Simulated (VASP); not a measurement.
Li2S, 3 atoms in the cell. It takes space group Fm-3m (No. 225, cubic). Conventional cell: a = 5.452 Å, b = 5.452 Å, c = 5.452 Å, α = 90.00°, β = 90.00°, γ = 90.00°. Li (site symmetry -43m) has 4 S at 2.36 Å and 6 Li at 2.73 Å within 3.1 Å. Within 3.1 Å of S (site symmetry m-3m) lie 8 Li at 2.36 Å. 

* Program: VASP 6.6.1
* Task: single point
* Functional: r2SCAN
* Potentials or basis: VASP PAW PBE potentials, release 64 (Li_sv, S)
* Cutoff: 830 eV
* k mesh: 8 × 8 × 8
* Occupations: gaussian, width 0.01 eV
* Spin: no spin polarisation
* Dipole correction: no
* Further INCAR settings: ALGO = Normal; EDIFF = 1e-06; NBANDS = 13

Potentials or basis: VASP PAW PBE potentials, release 64 (Li_sv, S).

Command:

```sh
$ cat potpaw_PBE.64/Li_sv/POTCAR potpaw_PBE.64/S/POTCAR > POTCAR
$ cp INCAR.step1 INCAR
$ mpirun -np 1 vasp_std > vasp.out
$ cp INCAR.step2 INCAR
$ mpirun -np 1 vasp_std > vasp.out
```

Hardware: 1 thread of Oxide Virtual Turin-like Processor (shared host).

Problem. Estimate the wall time of this run.

Solution. Wall time 3.2 min on 1 thread of Oxide Virtual Turin-like Processor (shared host), peak memory 0.18 GiB. Counts: k points 29.
